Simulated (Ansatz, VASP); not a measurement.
## Ge in VASP and in Ansatz

```
CELL_PARAMETERS angstrom
0.00000 2.88439 2.88439
2.88439 0.00000 2.88439
2.88439 2.88439 0.00000
ATOMIC_POSITIONS crystal
Ge 0.75000 0.75000 0.75000
Ge 0.50000 0.50000 0.50000
```

Alike in both runs: task single point; functional SVWN5; k mesh 8 × 8 × 8; occupations fermi-dirac, width 0.05 eV; no spin polarisation.

|  | VASP | Ansatz |
| --- | --- | --- |
| version | VASP 6.6.1 | Ansatz 0.2.0 |
| potentials or method | VASP PAW PBE potentials, release 64 (Ge_d) | Ansatz PAW |
| plane-wave cutoff (eV) | 520 | 420 |
| valence electrons in the cell | 28 | 28 |

```csv
,VASP,Ansatz,Ansatz less VASP
gap on the k mesh at the Fermi level (eV),none,none,-
pressure (GPa),-4.6,-4.6,-0.04
```

VASP's potentials were made for PBE, not for SVWN5. A gap of «none» marks a metal or a gap that the smearing closes. With one functional, cell and mesh, what is left measures potentials, basis and numerics.
